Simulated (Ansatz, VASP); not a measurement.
# NaH in VASP and in Ansatz

```
CELL_PARAMETERS angstrom
0.00000 2.41561 -2.41561
-4.83121 0.00000 0.00000
2.41561 2.41561 4.83121
ATOMIC_POSITIONS crystal
Na 0.33333 0.33333 0.66667
Na 0.00000 0.00000 0.00000
Na 0.66667 0.66667 0.33333
H 0.33333 0.83333 0.66667
H 0.00000 0.50000 0.00000
H 0.66667 0.16667 0.33333
```

Alike in both runs: task single point; functional PBE; k mesh 8 × 8 × 8; occupations gaussian, width 0.02 eV; no spin polarisation.

|  | VASP | Ansatz |
| --- | --- | --- |
| version | VASP 6.6.1 | Ansatz 0.2.0 |
| potentials or method | VASP PAW PBE potentials, release 64 (Na_pv, H), cutoff 520 eV | scalar-relativistic, plane waves, PAW |
| valence electrons in the cell | 24 | 30 |

```csv
,VASP,Ansatz,Ansatz less VASP
gap on the k mesh at the Fermi level (eV),3.76,3.76,+0.002
least direct gap on the mesh (eV),3.93,3.93,+0.002
pressure (GPa),0.0,0.0,+0.03
```

With one functional, cell and mesh, what is left measures potentials, basis and numerics. VASP's potentials hold 24 valence electrons a cell and Ansatz's 30, so a difference there can come from the potentials and not from the codes.
